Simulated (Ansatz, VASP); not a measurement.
## PbS in VASP and in Ansatz

The input INCAR:

```
PREC     = Accurate       # precision mode
ENCUT    = 520            # plane-wave cutoff, eV
EDIFF    = 1E-6           # SCF threshold, eV
ISMEAR   = -1             # smearing method
SIGMA    = 0.1            # smearing width, eV
LREAL    = False          # projectors in reciprocal space
LASPH    = True           # aspherical terms in the spheres
NELM     = 80             # most SCF steps
ALGO     = Normal         # electronic algorithm
ISIF     = 2              # what is computed and relaxed
LWAVE    = False          # write WAVECAR
LCHARG   = False          # write CHGCAR
GGA      = PE             # functional
NBANDS   = 17             # bands
```

Contents of KPOINTS:

```
Automatic mesh
0
Gamma
  14 14 14
```

File POSCAR:

```
PbS
1.0
    0.0000000000      2.5889575752      2.5889575752
    2.5889575752      0.0000000000      2.5889575752
    2.5889575752      2.5889575752      0.0000000000
Pb S
1 1
Direct
    0.0000000000      0.0000000000      0.0000000000
    0.5000000000      0.5000000000      0.5000000000
```

Input for Ansatz:

```yaml
crystal:
  lattice:
    - [0.0, 2.5889575752, 2.5889575752]
    - [2.5889575752, 0.0, 2.5889575752]
    - [2.5889575752, 2.5889575752, 0.0]
  atoms:
    - { symbol: Pb, position: [0.0, 0.0, 0.0] }
    - { symbol: S, position: [0.5, 0.5, 0.5] }
kpoints:
  mp_grid: { grid: [14, 14, 14] }
scf:
  occupations: { method: fermi_dirac, width: 0.1 }
hamiltonian:
  xc: pbe
  pseudopotentials: { kind: all_electron, lapw: { basis_error: 0.001 } }
output:
  forces: true
  stress: true
  eigenvalues: true
  populations: true
```

Change from the starting cell: volume scaled by 0.64, LAPW.

Alike in both runs: task single point; functional PBE; k mesh 14 × 14 × 14; occupations fermi-dirac, width 0.1 eV; no spin polarisation.

|  | VASP | Ansatz |
| --- | --- | --- |
| version | VASP 6.6.1 | Ansatz 0.2.0 |
| potentials or method | VASP PAW PBE potentials, release 64 (Pb_d, S), cutoff 520 eV | all-electron LAPW, scalar-relativistic |

|  | VASP | Ansatz | Ansatz less VASP |
| --- | --- | --- | --- |
| pressure (GPa) | 59.2 | 59.3 | +0.13 |

Both programs put the cell under a high pressure, so it lies far from rest at this level. Ansatz ran all-electron here, and VASP with PAW potentials.

Neither program's run includes spin-orbit coupling.
